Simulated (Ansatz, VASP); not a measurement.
**Two plane-wave programs on Sc**

```
CELL_PARAMETERS angstrom
3.30900 0.00000 0.00000
-1.65450 2.86568 0.00000
0.00000 0.00000 5.27330
ATOMIC_POSITIONS crystal
Sc 0.33333 0.66667 0.25000
Sc 0.66667 0.33333 0.75000
```

Alike in both runs: task relaxation of cell and atoms; functional PBE; k mesh 13 × 13 × 8; occupations fermi-dirac, width 0.05 eV; no spin polarisation.

|  | VASP | Ansatz |
| --- | --- | --- |
| version | VASP 6.6.1 | Ansatz 0.2.0 |
| potentials or method | VASP PAW PBE potentials, release 64 (Sc_sv), cutoff 500 eV | plane-wave PAW DFT |
| valence electrons in the cell | 22 | 22 |

|  | VASP | Ansatz | Ansatz less VASP |
| --- | --- | --- | --- |
| relaxed volume (Å³/atom) | 24.67 | 24.67 | -0.004 |
| relaxed cell length with the largest relative difference (Å) | 5.170 | 5.166 | -0.0040 |
